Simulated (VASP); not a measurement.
TaN: single point with PBEsol

TaN:

```
CELL_PARAMETERS angstrom
0.00000 2.14385 2.25104
2.14385 0.00000 2.25104
2.14385 2.14385 0.00000
ATOMIC_POSITIONS crystal
Ta 0.50000 0.50000 0.50000
N 0.00000 0.00000 0.00000
```

This cell differs from its parent crystal: ratio of the length along z to the lengths across it x 1.05, volume and fractional coordinates fixed.

```json
{
  "Program": "VASP 6.6.1",
  "Task": "single point",
  "Functional": "PBEsol",
  "Potentials or basis": "VASP PAW PBE potentials, release 64 (Ta_pv, N)",
  "Cutoff": "520 eV",
  "k mesh": "20 × 20 × 20",
  "Occupations": "gaussian, width 0.15 eV",
  "Spin": "no spin polarisation"
}
```

The pressure is 7.7 GPa. The band gap on the k mesh is zero (bands 8 and 9 overlap by 3.97 eV).

Stress tensor (GPa, compression positive):
```
 17.03   0.00   0.00
  0.00  17.03   0.00
  0.00   0.00 -10.96
```

Levels at points of the mesh, in eV from the Fermi level:
| k point | band 6 | band 7 | band 8 | band 9 | band 10 | band 11 |
| --- | --- | --- | --- | --- | --- | --- |
| (0.00, 0.00, 0.00) | -3.78 | -3.78 | -2.59 | -1.96 | -1.96 | -0.65 |
| (0.50, 0.00, 0.00) | -7.82 | -7.78 | 1.86 | 2.06 | 2.31 | 3.88 |
| (0.50, 0.50, 0.00) | -5.62 | -4.50 | -4.50 | 2.18 | 3.71 | 3.71 |
| (0.50, 0.00, 0.50) | -5.69 | -4.84 | -4.64 | 2.06 | 3.36 | 4.09 |

It took 110 s on 1 thread of Intel Xeon 8259CL (shared host), peak memory 0.31 GiB.

Caveat: the cell stands under pressure; the PAW data sets were made with another functional, which shifts forces and pressure a little; spin-orbit coupling is left out, which moves the levels of the heavy elements.
